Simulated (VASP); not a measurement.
# Os (P6_3/mmc) in VASP: a series of runs, part 2 of 2

VASP 6.6.1. The steps go on from the part before.

## 3. Single point, LDA

This run uses another cell than the first one, of 13.69 Å³/atom.

Contents of INCAR:

```
PREC = Accurate ; ENCUT = 600
EDIFF = 1E-6 ; ISMEAR = 1
SIGMA = 0.1 ; LREAL = F
LASPH = T ; NELM = 120
ALGO = Normal ; ISIF = 2
LWAVE = F ; LCHARG = F
NBANDS = 15 ; GGA_COMPAT = F
```

Contents of KPOINTS:

```
Automatic mesh
0
Gamma
  9 9 5
```

Contents of POSCAR:

```
Os
1.0
    2.7130683945      0.0000000000      0.0000000000
   -1.3565341973      2.3495861519      0.0000000000
    0.0000000000      0.0000000000      4.2937764030
Os
2
Direct
    0.3333333333      0.6666666667      0.2500000000
    0.6666666667      0.3333333333      0.7500000000
```

Potentials or basis: VASP PAW LDA potentials, release 64 (Os).

Launch:

```sh
$ cat potpaw_LDA.64/Os/POTCAR > POTCAR
$ mpirun -np 1 vasp_std > vasp.out
```

OUTCAR:

```text
PREC = Accurate
   ENCUT = 600
   EDIFF = 1E-6
   ISMEAR = 1
   LREAL = F
   LASPH = T
   NELM = 120
   ISIF = 2

 ion  position               nearest neighbor table
   1  0.333  0.667  0.250-   2 2.66   2 2.66   2 2.66   2 2.66   2 2.66   2 2.66
   2  0.667  0.333  0.750-   1 2.66   1 2.66   1 2.66   1 2.66   1 2.66   1 2.66

  LATTYP: Found a hexagonal cell.
 ALAT       =     2.7130683945
 C/A-ratio  =     1.5826274088

  Lattice vectors:

 A1 = (   2.7130683945,   0.0000000000,   0.0000000000)
 A2 = (  -1.3565341973,   2.3495861519,   0.0000000000)
 A3 = (   0.0000000000,   0.0000000000,   4.2937764030)

Analysis of symmetry for initial positions (statically):
=====================================================================
 Subroutine PRICEL returns:
 Original cell was already a primitive cell.

 Routine SETGRP: Setting up the symmetry group for a
 hexagonal supercell.

 Subroutine GETGRP returns: Found 24 space group operations
 (whereof 12 operations were pure point group operations)
 out of a pool of 24 trial point group operations.

The static configuration has the point symmetry D_3d.
 The point group associated with its full space group is D_6h.

Analysis of symmetry for dynamics (positions and initial velocities):
=====================================================================
 Subroutine PRICEL returns:
 Original cell was already a primitive cell.

 Routine SETGRP: Setting up the symmetry group for a
 hexagonal supercell.

 Subroutine GETGRP returns: Found 24 space group operations
 (whereof 12 operations were pure point group operations)
 out of a pool of 24 trial point group operations.

The dynamic configuration has the point symmetry D_3d.
 The point group associated with its full space group is D_6h.

 Subroutine INISYM returns: Found 24 space group operations
 (whereof 12 operations are pure point group operations),
 and found     1 'primitive' translations

[... 118 lines left out ...]
   LORBIT       =      0    0 simple, 1 ext, 2 COOP (PROOUT), +10 PAW based schemes
   GGA     = CA    functional components
   LHFCALC =     F    Hartree Fock is set to
   AEXX    =    0.0000 exact exchange contribution
   IVDW    =     0    specifies the selected vdW correction
   LEPSILON=     F    determine dielectric tensor
   LRPA    =     F    only Hartree local field effects (RPA)
 non-spin polarized calculation
 Methfessel and Paxton  Order N= 1 SIGMA  =   0.10
  energy-cutoff  :      600.00
  volume of cell :       27.37
 maximum number of plane-waves:       929
 NGX is ok and might be reduce to    24
   NGX = 11   NGY = 11   NGZ = 17

 number of electron      16.0000000 magnetization

 Free energy of the ion-electron system (eV)
  ---------------------------------------------------
  ext. energy  EPLUGINS =         0.00000000
  ---------------------------------------------------
  free energy    TOTEN  =       -25.33792992 eV

  energy without entropy =      -25.33705671  energy(sigma->0) =      -25.33763885

 E-fermi :   9.9462     XC(G=0): -14.3023

 val. band max:        9.9234685697   @ k =   0.1111   0.1111   0.4000
 cond. band min:       9.9508546201   @ k =   0.1111  -0.0000   0.4000
 fundamental gap:      0.0273860504
 Fermi energy:         9.9461542610

 k-point     1 :       0.0000    0.0000    0.0000
  band No.  band energies     occupation
      1      -1.3348      2.00000
      2       1.7543      2.00000
      3       6.5618      2.00000
      4       6.5618      2.00000
      5       6.8098      2.00000
      6       7.4270      2.00000
      7       7.4270      2.00000
      8       8.1363      2.00000
      9       8.1363      2.00000
     10       9.8643      1.98950
     11      11.4778     -0.00000
     12      11.4778     -0.00000
     13      19.0592      0.00000
     14      23.8407      0.00000
[... 401 lines left out ...]
      2       4.0635      2.00000
      3       4.0635      2.00000
      4       5.0491      2.00000
      5       6.2050      2.00000
      6       6.2050      2.00000
      7       8.2226      2.00000
      8      10.5910     -0.00000
      9      11.3728     -0.00000
     10      11.3728     -0.00000
     11      15.8641      0.00000
     12      15.8641      0.00000
     13      18.3942      0.00000
     14      22.9079      0.00000
     15      22.9079      0.00000

 [... further k-points ...]
[... 5 lines left out ...]
  --------------------------------------------------------------------------------------
  -------------------------------------------------------------------------------------
  Total        0.2145247      0.2145247      0.2341165     -0.0000000     -0.0000000      0.0000000
  in kB       12.5572993     12.5572993     13.7041162     -0.0000000     -0.0000000      0.0000000
  external PRESSURE =      12.9395716 kB  Pullay stress =       0.0000000 kB

 VOLUME and BASIS-vectors are now :
 -----------------------------------------------------------------------------
  energy-cutoff  :      600.00
  volume of cell :       27.37
      direct lattice vectors                 reciprocal lattice vectors
     2.713068395  0.000000000  0.000000000     0.368586359  0.212803433  0.000000000
    -1.356534197  2.349586152  0.000000000     0.000000000  0.425606867  0.000000000
     0.000000000  0.000000000  4.293776403     0.000000000  0.000000000  0.232895220

 POSITION                                       TOTAL-FORCE (eV/Angst)
 -----------------------------------------------------------------------------------
     -0.00000      1.56639      1.07344        -0.000000     -0.000000      0.000000
      1.35653      0.78320      3.22033         0.000000      0.000000      0.000000
 -----------------------------------------------------------------------------------
    total drift:                                0.000000     -0.000000     -0.000000

  FREE ENERGIE OF THE ION-ELECTRON SYSTEM (eV)
  ---------------------------------------------------
  free  energy   TOTEN  =       -25.3379299196 eV

  energy  without entropy=      -25.3370567145  energy(sigma->0) =      -25.33763885
```

OSZICAR:

```text
N       E                     dE             d eps       ncg     rms          rms(c)
DAV:   1     0.109219815988E+03    0.10922E+03   -0.81443E+03  1080   0.115E+03
DAV:   2    -0.214885395486E+02   -0.13071E+03   -0.11399E+03  1094   0.335E+02
DAV:   3    -0.268908534182E+02   -0.54023E+01   -0.51639E+01  1472   0.603E+01
DAV:   4    -0.269337403813E+02   -0.42887E-01   -0.42861E-01  1213   0.549E+00
DAV:   5    -0.269339431413E+02   -0.20276E-03   -0.20276E-03  1416   0.361E-01    0.341E+01
DAV:   6    -0.256929660197E+02    0.12410E+01   -0.10465E+00  1374   0.897E+00    0.151E+01
DAV:   7    -0.253485585836E+02    0.34441E+00   -0.65315E-01  1367   0.694E+00    0.908E-01
DAV:   8    -0.253422355295E+02    0.63231E-02   -0.71630E-03  1136   0.623E-01    0.637E-01
DAV:   9    -0.253379420094E+02    0.42935E-02   -0.32170E-03  1283   0.525E-01    0.388E-02
DAV:  10    -0.253379367868E+02    0.52227E-05   -0.75360E-05  1395   0.720E-02    0.169E-02
DAV:  11    -0.253379301717E+02    0.66151E-05   -0.30084E-06  1220   0.153E-02    0.313E-03
DAV:  12    -0.253379299196E+02    0.25202E-06   -0.11933E-07   715   0.344E-03
   1 F= -.25337930E+02 E0= -.25337639E+02  d E =-.873205E-03
```

Run time: 17 s. Hardware: 1 thread of Intel Xeon Platinum 8488C (Sapphire Rapids), shared host; peak memory 0.14 GiB.

Results:

| Property | Result |
| --- | --- |
| Free energy | -25.3379 eV |
| Pressure | 1.3 GPa |
| Band gap on the k mesh | zero (bands 8 and 9 overlap by 3.98 eV) |

Stress tensor (GPa, compression positive):
```
1.26 0.00 0.00
0.00 1.26 0.00
0.00 0.00 1.37
```

Levels at points of the mesh, in eV from the Fermi level:
```
           k point  band 5  band 6  band 7  band 8  band 9  band 10  band 11  band 12
(0.00, 0.00, 0.00)   -3.14   -2.52   -2.52   -1.81   -1.81    -0.08     1.53     1.53
```

Caveat: spin-orbit coupling is left out, which moves the levels of the heavy elements.

## 4. Single point, LDA

This run uses another cell than the first one, of 13.89 Å³/atom.

Contents of INCAR:

```
PREC = Accurate
ENCUT = 600
EDIFF = 1E-6
ISMEAR = 1
SIGMA = 0.1
LREAL = F
LASPH = T
NELM = 120
ALGO = Normal
ISIF = 2
LWAVE = F
LCHARG = F
NBANDS = 15
GGA_COMPAT = F
```

Contents of KPOINTS:

```
regular mesh
0
Gamma
  9 9 5
```

Contents of POSCAR:

```
Os
1.0
    2.7265664694      0.0000000000      0.0000000000
   -1.3632832347      2.3612758276      0.0000000000
    0.0000000000      0.0000000000      4.3151388263
Os
2
Direct
    0.3333333333      0.6666666667      0.2500000000
    0.6666666667      0.3333333333      0.7500000000
```

Launch:

```sh
$ cat potpaw_LDA.64/Os/POTCAR > POTCAR
$ mpirun -np 1 vasp_std > vasp.out
```

Run time: 9.3 s. Hardware: 1 thread of Intel Xeon Platinum 8488C (Sapphire Rapids), shared host; peak memory 0.15 GiB.

Results (log left out):

```yaml
Free_energy: -25.3328 eV
Pressure: -5.3 GPa
Band_gap_on_the_k_mesh: zero (bands 8 and 9 overlap by 3.89 eV)
```

Stress tensor (GPa, compression positive):
```
-5.23  0.00  0.00
 0.00 -5.23  0.00
 0.00  0.00 -5.53
```

Levels at points of the mesh, in eV from the Fermi level:
```
           k point  band 4  band 5  band 6  band 7  band 8  band 9  band 10  band 11  band 12  band 13
(0.00, 0.00, 0.00)   -3.31   -3.07   -2.46   -2.46   -1.77   -1.77    -0.08     1.50     1.50     8.94
```

Caveat: the cell stands under tension; spin-orbit coupling is left out, which moves the levels of the heavy elements.

## 5. Relaxation of cell and atoms, LDA

This run uses another cell than the first one, of 13.98 Å³/atom.

Contents of INCAR:

```
SYSTEM = Os
ALGO = Normal
EDIFF = 1E-7
EDIFFG = -0.03
ENCUT = 600
GGA_COMPAT = .False.
IBRION = 2
ISIF = 3
ISMEAR = 1
LASPH = .True.
LCHARG = .False.
LREAL = .False.
LWAVE = .False.
NELM = 120
NELMIN = 4
NSW = 80
PREC = Accurate
SIGMA = 0.1
```

Contents of KPOINTS:

```
k-points
0
Gamma
  9 9 5
  0 0 0
```

Contents of POSCAR:

```
Os
1.0
    2.7341000000      0.0000000000      0.0000000000
   -1.3670500000      2.3678000000      0.0000000000
    0.0000000000      0.0000000000      4.3197000000
Os
2
Direct
    0.3333333333      0.6666666667      0.2500000000
    0.6666666667      0.3333333333      0.7500000000
```

Launch:

```sh
$ cat potpaw_LDA.64/Os/POTCAR > POTCAR
$ mpirun -np 1 vasp_std > vasp.out
```

Run time: 42 s. Hardware: 1 thread of Intel Xeon Platinum 8488C (Sapphire Rapids), shared host; peak memory 0.15 GiB.

Results (log left out):

| Quantity | Value |
| --- | --- |
| Free energy | -25.3385 eV |
| Relaxed volume | 13.72 Å³/atom |
| Relaxed cell | a = 2.715 Å, b = 2.715 Å, c = 4.298 Å, α = 90.00°, β = 90.00°, γ = 120.00° |
| Space group after relaxing (to 0.1 Å) | P6_3/mmc (No. 194) |
| Energy gained by relaxing | 6.6 meV/atom |
| Ionic steps | 7 |
| Pressure after relaxing | 0.1 GPa |
| Band gap on the k mesh | zero (bands 8 and 9 overlap by 3.96 eV) |

The path:
| step | energy change (eV) | largest force (eV/Å) | pressure (GPa) | volume (Å³) |
| --- | --- | --- | --- | --- |
| 1 | 0.0000 | 0.0000 | -8.07 | 27.96 |
| 2 | 0.2932 | 0.0000 | 47.61 | 25.21 |
| 3 | -0.0132 | 0.0000 | -0.32 | 27.47 |
| 4 | -0.0132 | 0.0000 | -0.04 | 27.45 |
| 5 | -0.0132 | 0.0000 | 0.14 | 27.44 |
| 6 | -0.0131 | 0.0000 | 0.12 | 27.44 |
| 7 | -0.0133 | 0.0000 | 0.13 | 27.44 |

Final structure:
```yaml
crystal:
  lattice:
    - [2.71535, 0.00000, 0.00000]
    - [-1.35767, 2.35156, 0.00000]
    - [0.00000, 0.00000, 4.29760]
  atoms:
    - { symbol: Os, position: [0.33333, 0.66667, 0.25000] }
    - { symbol: Os, position: [0.66667, 0.33333, 0.75000] }
```

Levels at points of the mesh, in eV from the Fermi level:
| k point | band 4 | band 5 | band 6 | band 7 | band 8 | band 9 | band 10 | band 11 | band 12 |
| --- | --- | --- | --- | --- | --- | --- | --- | --- | --- |
| (0.00, 0.00, 0.00) | -3.37 | -3.12 | -2.51 | -2.51 | -1.80 | -1.80 | -0.08 | 1.53 | 1.53 |

Caveat: spin-orbit coupling is left out, which moves the levels of the heavy elements. LDA usually gives volumes a few per cent too small.

## 6. Overview

| task | cell | gap on the mesh (eV) | pressure (GPa) |
| --- | --- | --- | --- |
| single point | a = 2.699, b = 2.699, c = 4.272 Å, angles 90.0, 90.0, 120.0°, 2 atoms | none | 8.5 |
| single point | a = 2.713, b = 2.713, c = 4.294 Å, angles 90.0, 90.0, 120.0°, 2 atoms | none | 1.3 |
| single point | a = 2.727, b = 2.727, c = 4.315 Å, angles 90.0, 90.0, 120.0°, 2 atoms | none | -5.3 |
| relaxation of cell and atoms | relaxed from a = 2.734, b = 2.734, c = 4.320 Å, angles 90.0, 90.0, 120.0°, 2 atoms | none | 0.1 |

Alike in all rows: level LDA; potentials or basis VASP PAW LDA potentials, release 64 (Os); no spin polarisation; k mesh 9 × 9 × 5; cutoff (eV) 600; smearing methfessel-paxton 0.1 eV.

Caveats: spin-orbit coupling is left out, which moves the levels of the heavy elements; the cell stands under pressure (at least some runs); the cell stands under tension (at least some runs).

Absolute energies hang on the potentials; compare differences alone.

The gap in the log of VASP goes by the Fermi energy; the results here count the filled bands.